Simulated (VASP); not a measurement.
# GaP (I-4m2) in VASP: further runs

GaP is run at these levels: PBE; tasks: single point.

Program: VASP 6.6.1. These are calculated values, not measurements. Logs are shortened: lines on timing, memory, paths and dates and some standing lists are left out, and cuts for length are marked.

### Step 1. The cell of the first run

The structure is tetragonal, space group I-4m2 (No. 119). The conventional cell has a = 3.932 Å, b = 3.932 Å, c = 5.473 Å, α = 90.00°, β = 90.00°, γ = 90.00°. Within 3.2 Å of Ga (site symmetry -4m2) lie 4 P at 2.40 Å. Within 3.2 Å of P (site symmetry -4m2) lie 4 Ga at 2.40 Å.

### Step 2. Single point, PBE (strained cell)

Input file INCAR:

```
  PREC = Accurate
  ENCUT = 500
  EDIFF = 1E-6
  ISMEAR = 0
  SIGMA = 0.02
  LREAL = False
  LASPH = True
  NELM = 120
  ALGO = Normal
  ISIF = 2
  LWAVE = False
  LCHARG = True
  GGA = PE
  LELF = True
  LVHAR = True
  NBANDS = 16
  GGA_COMPAT = False
```

Input file KPOINTS:

```
Automatic mesh
0
Gamma
  8 8 8
```

Input file POSCAR:

```
GaP
1.0
    0.0000000000      2.7805117468      2.7364640360
    2.7805117468      0.0000000000      2.7364640360
    2.7805117468      2.7805117468      0.0000000000
Ga P
1 1
Direct
    0.0000000000      0.0000000000      0.0000000000
    0.2500000000      0.2500000000      0.2500000000
```

Potentials or basis: VASP PAW PBE potentials, release 64 (Ga_d, P).

Run with:

```sh
> cat potpaw_PBE.64/Ga_d/POTCAR potpaw_PBE.64/P/POTCAR > POTCAR
> mpirun -np 1 vasp_std > vasp.out
```

OUTCAR:

```text
PREC = Accurate
   ENCUT = 500
   EDIFF = 1E-6
   ISMEAR = 0
   LREAL = False
   LASPH = True
   NELM = 120
   ISIF = 2
   GGA = PE

 ion  position               nearest neighbor table
   1  0.000  0.000  0.000-   2 2.40   2 2.40   2 2.40   2 2.40
   2  0.250  0.250  0.250-   1 2.40   1 2.40   1 2.40   1 2.40

  LATTYP: Found a body centered tetragonal cell.
 ALAT       =     3.9322374227
 C/A-ratio  =     1.3918101792

  Lattice vectors:

 A1 = (   0.0000000000,  -2.7805117468,  -2.7364640360)
 A2 = (   0.0000000000,   2.7805117468,  -2.7364640360)
 A3 = (   2.7805117468,   0.0000000000,   2.7364640360)

Analysis of symmetry for initial positions (statically):
=====================================================================
 Subroutine PRICEL returns:
 Original cell was already a primitive cell.

 Routine SETGRP: Setting up the symmetry group for a
 body centered tetragonal supercell.

 Subroutine GETGRP returns: Found  8 space group operations
 (whereof  8 operations were pure point group operations)
 out of a pool of 16 trial point group operations.

The static configuration has the point symmetry D_2d.

Analysis of symmetry for dynamics (positions and initial velocities):
=====================================================================
 Subroutine PRICEL returns:
 Original cell was already a primitive cell.

 Routine SETGRP: Setting up the symmetry group for a
 body centered tetragonal supercell.

 Subroutine GETGRP returns: Found  8 space group operations
 (whereof  8 operations were pure point group operations)
 out of a pool of 16 trial point group operations.

The dynamic configuration has the point symmetry D_2d.

 Subroutine INISYM returns: Found  8 space group operations
 (whereof  8 operations are pure point group operations),
 and found     1 'primitive' translations

----------------------------------------------------------------------------------------

                                     Primitive cell

  volume of cell :      42.3126

  direct lattice vectors                    reciprocal lattice vectors
     0.000000000  2.780511747  2.736464036    -0.179823013  0.179823013  0.182717548
     2.780511747  0.000000000  2.736464036     0.179823013 -0.179823013  0.182717548
     2.780511747  2.780511747  0.000000000     0.179823013  0.179823013 -0.182717548

  length of vectors
     3.901215323  3.901215323  3.932237423     0.313142674  0.313142674  0.313142674

  position of ions in fractional coordinates (direct lattice)
[... 78 lines left out ...]
   NELM   =    120;   NELMIN=  2; NELMDL= -5     # of ELM steps
   EDIFF  = 0.1E-05   stopping-criterion for ELM
   LREAL  =      F    real-space projection
   EDIFFG = 0.1E-04   stopping-criterion for IOM
   NSW    =      0    number of steps for IOM
   IBRION =     -1    ionic relax: 0-MD 1-quasi-New 2-CG
   NFREE  =      0    steps in history (QN), initial steepest desc. (CG)
   ISIF   =      2    stress and relaxation
   ISYM   =      2    0-nonsym 1-usesym 2-fastsym
   POTIM  = 0.5000    time-step for ionic-motion
   TEBEG  =    0.0;   TEEND  =   0.0 temperature during run
   PSTRESS=    0.0 pullay stress
   NELECT =      18.0000    total number of electrons
   NUPDOWN=      -1.0000    fix difference up-down
   EMIN   =  10.00;   EMAX   =-10.00  energy-range for DOS
   EFERMI =   0.00;   METHOD = LEGACY
   ISMEAR =     0;   SIGMA  =   0.02  broadening in eV -4-tet -1-fermi 0-gaus
   EFERMI_NEDOS =   21; number of points for ismear=-14 and -15
   IALGO  =     38    algorithm
   IMIX   =      4    mixing-type and parameters
     AMIX     =   0.40;   BMIX     =  1.00
     AMIX_MAG =   1.60;   BMIX_MAG =  1.00
  volume/ion in A,a.u.               =      21.16       142.77
  Fermi-wavevector in a.u.,A,eV,Ry     =   1.231240  2.326706 20.625767  1.515951
  Thomas-Fermi vector in A             =   2.366057
   LORBIT       =      0    0 simple, 1 ext, 2 COOP (PROOUT), +10 PAW based schemes
   GGA     = PE    functional components
   LHFCALC =     F    Hartree Fock is set to
   AEXX    =    0.0000 exact exchange contribution
   IVDW    =     0    specifies the selected vdW correction
   LEPSILON=     F    determine dielectric tensor
   LRPA    =     F    only Hartree local field effects (RPA)
 non-spin polarized calculation
 Gauss-broadening in eV      SIGMA  =   0.02
  energy-cutoff  :      500.00
  volume of cell :       42.31
 maximum number of plane-waves:      1088
   NGX = 15   NGY = 15   NGZ = 15

 number of electron      18.0000004 magnetization

 Free energy of the ion-electron system (eV)
  ---------------------------------------------------
  ext. energy  EPLUGINS =         0.00000000
  ---------------------------------------------------
  free energy    TOTEN  =        -9.12198303 eV

  energy without entropy =       -9.12198303  energy(sigma->0) =       -9.12198303

 E-fermi :   4.4440     XC(G=0):  -9.6331

 val. band max:        4.2674463706   @ k =   0.0000   0.0000   0.0000
 cond. band min:       5.6722729038   @ k =   0.0000   0.0000   0.0000
 fundamental gap:      1.4048265332
 Fermi energy:         4.4440153172

 k-point     1 :       0.0000    0.0000    0.0000
  band No.  band energies     occupation
      1     -10.2739      2.00000
      2     -10.2739      2.00000
      3     -10.2692      2.00000
      4     -10.1871      2.00000
      5     -10.1841      2.00000
      6      -7.9560      2.00000
[... 433 lines left out ...]
      3     -10.2468      2.00000
      4     -10.1891      2.00000
      5     -10.1787      2.00000
      6      -6.5863      2.00000
[... 8 lines left out ...]
     15      14.8374      0.00000
     16      15.0314      0.00000

 [... further k-points ...]

------------------------ aborting loop because EDIFF is reached ----------------------------------------

  FORCE on cell =-STRESS in cart. coord.  units (eV):
  Direction    XX          YY          ZZ          XY          YZ          ZX
  --------------------------------------------------------------------------------------
  -------------------------------------------------------------------------------------
  Total       -0.3904680     -0.3904680     -0.0923313      0.0000000      0.0000000      0.0000000
  in kB      -14.7851862    -14.7851862     -3.4961509      0.0000000      0.0000000      0.0000000
  external PRESSURE =     -11.0221744 kB  Pullay stress =       0.0000000 kB

 VOLUME and BASIS-vectors are now :
 -----------------------------------------------------------------------------
  energy-cutoff  :      500.00
  volume of cell :       42.31
      direct lattice vectors                 reciprocal lattice vectors
     0.000000000  2.780511747  2.736464036    -0.179823013  0.179823013  0.182717548
     2.780511747  0.000000000  2.736464036     0.179823013 -0.179823013  0.182717548
     2.780511747  2.780511747  0.000000000     0.179823013  0.179823013 -0.182717548

 POSITION                                       TOTAL-FORCE (eV/Angst)
 -----------------------------------------------------------------------------------
      0.00000      0.00000      0.00000        -0.000000     -0.000000      0.000000
      1.39026      1.39026      1.36823         0.000000      0.000000     -0.000000
 -----------------------------------------------------------------------------------
    total drift:                                0.000002      0.000002     -0.000001

  FREE ENERGIE OF THE ION-ELECTRON SYSTEM (eV)
  ---------------------------------------------------
  free  energy   TOTEN  =        -9.1219830333 eV

  energy  without entropy=       -9.1219830333  energy(sigma->0) =       -9.12198303
```

stdout:

```text
POSCAR found type information on POSCAR GaP
 POSCAR found :  2 types and       2 ions
 scaLAPACK will be used
 LDA part: xc-table for (Slater+PW92), standard interpolation
 POSCAR, INCAR and KPOINTS ok, starting setup
 FFT: planning ... GRIDC
 FFT: planning ... GRID_SOFT
 FFT: planning ... GRID
 WAVECAR not read
 entering main loop
```

Run time: 68 s. Hardware: 1 thread of Intel Xeon 8259CL, shared host; peak memory 0.18 GiB.

Results:

```
Free energy            : -9.1220 eV
Pressure               : -1.1 GPa
Band gap on the k mesh : 1.40 eV
```

Stress tensor (GPa, compression positive):
```
-1.48  0.00  0.00
 0.00 -1.48  0.00
 0.00  0.00 -0.35
```

Caveat: the cell differs from its parent crystal (strained cell). A k mesh can miss the band edges.

### Step 3. Single point, PBE (strained cell)

Input file INCAR:

```
PREC = Accurate ; ENCUT = 500
EDIFF = 1E-6 ; ISMEAR = 0
SIGMA = 0.02 ; LREAL = False
LASPH = True ; NELM = 120
ALGO = Normal ; ISIF = 2
LWAVE = False ; LCHARG = False
GGA = PE ; NBANDS = 16
GGA_COMPAT = False
```

Input file KPOINTS:

```
regular mesh
0
Gamma
  8 8 8
```

Input file POSCAR:

```
GaP
1.0
    0.0000000000      2.7805117468      2.7312889232
    2.7805117468      0.0000000000      2.7312889232
    2.7805117468      2.7805117468      0.0000000000
Ga P
1 1
Direct
    0.0000000000      0.0000000000      0.0000000000
    0.2500000000      0.2500000000      0.2500000000
```

Potentials or basis: VASP PAW PBE potentials, release 64 (Ga_d, P).

Run with:

```sh
> cat potpaw_PBE.64/Ga_d/POTCAR potpaw_PBE.64/P/POTCAR > POTCAR
> mpirun -np 1 vasp_std > vasp.out
```

OUTCAR:

```text
PREC = Accurate
   ENCUT = 500
   EDIFF = 1E-6
   ISMEAR = 0
   LREAL = False
   LASPH = True
   NELM = 120
   ISIF = 2
   GGA = PE

 ion  position               nearest neighbor table
   1  0.000  0.000  0.000-   2 2.39   2 2.39   2 2.39   2 2.39
   2  0.250  0.250  0.250-   1 2.39   1 2.39   1 2.39   1 2.39

  LATTYP: Found a body centered tetragonal cell.
 ALAT       =     3.9322374227
 C/A-ratio  =     1.3891780326

  Lattice vectors:

 A1 = (   0.0000000000,  -2.7805117468,  -2.7312889232)
 A2 = (   0.0000000000,   2.7805117468,  -2.7312889232)
 A3 = (   2.7805117468,   0.0000000000,   2.7312889232)

Analysis of symmetry for initial positions (statically):
=====================================================================
 Subroutine PRICEL returns:
 Original cell was already a primitive cell.

 Routine SETGRP: Setting up the symmetry group for a
 body centered tetragonal supercell.

 Subroutine GETGRP returns: Found  8 space group operations
 (whereof  8 operations were pure point group operations)
 out of a pool of 16 trial point group operations.

The static configuration has the point symmetry D_2d.

Analysis of symmetry for dynamics (positions and initial velocities):
=====================================================================
 Subroutine PRICEL returns:
 Original cell was already a primitive cell.

 Routine SETGRP: Setting up the symmetry group for a
 body centered tetragonal supercell.

 Subroutine GETGRP returns: Found  8 space group operations
 (whereof  8 operations were pure point group operations)
 out of a pool of 16 trial point group operations.

The dynamic configuration has the point symmetry D_2d.

 Subroutine INISYM returns: Found  8 space group operations
 (whereof  8 operations are pure point group operations),
 and found     1 'primitive' translations

----------------------------------------------------------------------------------------

[... 111 lines left out ...]
     AMIX     =   0.40;   BMIX     =  1.00
     AMIX_MAG =   1.60;   BMIX_MAG =  1.00
  volume/ion in A,a.u.               =      21.12       142.50
  Fermi-wavevector in a.u.,A,eV,Ry     =   1.232017  2.328174 20.651812  1.517865
  Thomas-Fermi vector in A             =   2.366804
   LORBIT       =      0    0 simple, 1 ext, 2 COOP (PROOUT), +10 PAW based schemes
   GGA     = PE    functional components
   LHFCALC =     F    Hartree Fock is set to
   AEXX    =    0.0000 exact exchange contribution
   IVDW    =     0    specifies the selected vdW correction
   LEPSILON=     F    determine dielectric tensor
   LRPA    =     F    only Hartree local field effects (RPA)
 non-spin polarized calculation
 Gauss-broadening in eV      SIGMA  =   0.02
  energy-cutoff  :      500.00
  volume of cell :       42.23
 maximum number of plane-waves:      1088
   NGX = 15   NGY = 15   NGZ = 15

 number of electron      18.0000005 magnetization

 Free energy of the ion-electron system (eV)
  ---------------------------------------------------
  ext. energy  EPLUGINS =         0.00000000
  ---------------------------------------------------
  free energy    TOTEN  =        -9.12206475 eV

  energy without entropy =       -9.12206475  energy(sigma->0) =       -9.12206475

 E-fermi :   4.3705     XC(G=0):  -9.6417

 val. band max:        4.2924341141   @ k =   0.0000   0.0000   0.0000
 cond. band min:       5.7055899617   @ k =   0.0000   0.0000   0.0000
 fundamental gap:      1.4131558476
 Fermi energy:         4.3704925683

 k-point     1 :       0.0000    0.0000    0.0000
  band No.  band energies     occupation
      1     -10.2583      2.00000
      2     -10.2583      2.00000
      3     -10.2530      2.00000
      4     -10.1710      2.00000
      5     -10.1676      2.00000
      6      -7.9510      2.00000
[... 433 lines left out ...]
      3     -10.2308      2.00000
      4     -10.1728      2.00000
      5     -10.1624      2.00000
      6      -6.5781      2.00000
[... 8 lines left out ...]
     15      14.8520      0.00000
     16      15.0643      0.00000

 [... further k-points ...]

------------------------ aborting loop because EDIFF is reached ----------------------------------------

  FORCE on cell =-STRESS in cart. coord.  units (eV):
  Direction    XX          YY          ZZ          XY          YZ          ZX
  --------------------------------------------------------------------------------------
  -------------------------------------------------------------------------------------
  Total       -0.3656175     -0.3656175     -0.0336532      0.0000000      0.0000000      0.0000000
  in kB      -13.8704453    -13.8704453     -1.2767014      0.0000000      0.0000000      0.0000000
  external PRESSURE =      -9.6725307 kB  Pullay stress =       0.0000000 kB

 VOLUME and BASIS-vectors are now :
 -----------------------------------------------------------------------------
  energy-cutoff  :      500.00
  volume of cell :       42.23
      direct lattice vectors                 reciprocal lattice vectors
     0.000000000  2.780511747  2.731288923    -0.179823013  0.179823013  0.183063753
     2.780511747  0.000000000  2.731288923     0.179823013 -0.179823013  0.183063753
     2.780511747  2.780511747  0.000000000     0.179823013  0.179823013 -0.183063753

 POSITION                                       TOTAL-FORCE (eV/Angst)
 -----------------------------------------------------------------------------------
      0.00000      0.00000      0.00000        -0.000000     -0.000000      0.000000
      1.39026      1.39026      1.36564         0.000000      0.000000     -0.000000
 -----------------------------------------------------------------------------------
    total drift:                                0.000002      0.000002      0.000000

  FREE ENERGIE OF THE ION-ELECTRON SYSTEM (eV)
  ---------------------------------------------------
  free  energy   TOTEN  =        -9.1220647527 eV

  energy  without entropy=       -9.1220647527  energy(sigma->0) =       -9.12206475
```

OSZICAR:

```text
N       E                     dE             d eps       ncg     rms          rms(c)
DAV:   1     0.793181431473E+02    0.79318E+02   -0.87871E+03  1952   0.155E+03
DAV:   2    -0.309552706940E+01   -0.82414E+02   -0.78526E+02  2136   0.306E+02
DAV:   3    -0.928090552511E+01   -0.61854E+01   -0.61640E+01  2360   0.649E+01
DAV:   4    -0.937787156790E+01   -0.96966E-01   -0.96941E-01  2344   0.896E+00
DAV:   5    -0.937977918360E+01   -0.19076E-02   -0.19076E-02  2496   0.110E+00    0.405E+00
DAV:   6    -0.914500522384E+01    0.23477E+00   -0.37663E-01  2888   0.997E+00    0.266E+00
DAV:   7    -0.912115082511E+01    0.23854E-01   -0.87845E-02  2568   0.192E+00    0.108E+00
DAV:   8    -0.912150481316E+01   -0.35399E-03   -0.12810E-02  2232   0.135E+00    0.165E-01
DAV:   9    -0.912191136717E+01   -0.40655E-03   -0.13097E-03  2424   0.510E-01    0.839E-02
DAV:  10    -0.912198969426E+01   -0.78327E-04   -0.11296E-04  2912   0.106E-01    0.428E-02
DAV:  11    -0.912206516041E+01   -0.75466E-04   -0.10521E-04  2296   0.851E-02    0.521E-03
DAV:  12    -0.912206475268E+01    0.40772E-06   -0.30111E-06  2216   0.220E-02
   1 F= -.91220648E+01 E0= -.91220648E+01  d E =-.534148E-11
```

stdout:

```text
POSCAR found type information on POSCAR GaP
 POSCAR found :  2 types and       2 ions
 scaLAPACK will be used
 LDA part: xc-table for (Slater+PW92), standard interpolation
 POSCAR, INCAR and KPOINTS ok, starting setup
 FFT: planning ... GRIDC
 FFT: planning ... GRID_SOFT
 FFT: planning ... GRID
 WAVECAR not read
 entering main loop
```

Run time: 62 s. Hardware: 1 thread of Intel Xeon 8259CL, shared host; peak memory 0.18 GiB.

Results:

```yaml
Free_energy: -9.1221 eV
Pressure: -1.0 GPa
Band_gap_on_the_k_mesh: 1.41 eV
```

Levels at points of the mesh, in eV from the valence-band top:
```
           k point  band 6  band 7  band 8  band 9  band 10  band 11  band 12  band 13
(0.00, 0.00, 0.00)  -12.24   -0.09   -0.09    0.00     1.41     3.81     3.85     3.85
(0.50, 0.00, 0.00)  -10.31   -6.46   -1.19   -1.05     1.48     4.60     4.74     8.14
(0.50, 0.50, 0.00)   -9.42   -6.55   -2.68   -2.68     1.60     1.68    10.21    10.21
(0.50, 0.00, 0.50)   -9.49   -6.66   -2.57   -2.55     1.72     1.85    10.19    10.20
```

Caveat: the cell differs from its parent crystal (strained cell). A k mesh can miss the band edges.
